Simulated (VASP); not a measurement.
**MnSb: single point with LDA**

MnSb:

```xyz
2
Lattice="0.0000 2.7763 2.7763 2.7763 0.0000 2.7763 2.7763 2.7763 0.0000" Properties=species:S:1:pos:R:3 pbc="T T T"
Mn    0.0000    0.0000    0.0000
Sb    2.7763    2.7763    2.7763
```

| Quantity | Value |
| --- | --- |
| Program | VASP 6.6.1 |
| Task | single point |
| Functional | LDA |
| Potentials or basis | VASP PAW LDA potentials, release 64 (Mn_pv, Sb) |
| Cutoff | 520 eV |
| k mesh | 9 × 9 × 9 |
| Occupations | fermi-dirac, width 0.1 eV |
| Spin | collinear spin, ferromagnetic start |
| Starting moments | [5.2, 0.0] μB |
| Dipole correction | no |
| Further INCAR settings | ALGO = Normal; EDIFF = 1e-06; NBANDS = 20 |

The pressure is -7.2 GPa and the net moment is 3.60 μB per cell. The site moments are Mn +3.50; Sb -0.08 μB and the valence electrons inside the program's atomic spheres are Mn 11.52; Sb 2.49.

Levels at points of the mesh, in eV from the Fermi level:
Spin up:
```tsv
k point	band 7	band 8	band 9	band 10	band 11	band 12	band 13	band 14
(0.00, 0.00, 0.00)	-2.64	-2.47	-2.47	1.35	1.35	1.35	5.26	8.23
```
Spin down:
| k point | band 5 | band 6 | band 7 | band 8 | band 9 | band 10 |
| --- | --- | --- | --- | --- | --- | --- |
| (0.00, 0.00, 0.00) | 0.03 | 0.03 | 0.03 | 0.09 | 0.09 | 1.47 |

Run time: 93 s on 1 thread of Intel(R) Xeon(R) Platinum 8375C CPU @ 2.90GHz (Ice Lake), with other jobs on the host, peak memory 0.19 GiB.

Caveat: the cell stands under tension; spin-orbit coupling is left out, which moves the levels of the heavy elements; a cell with one magnetic atom can't hold antiferromagnetic order, which such compounds often take.
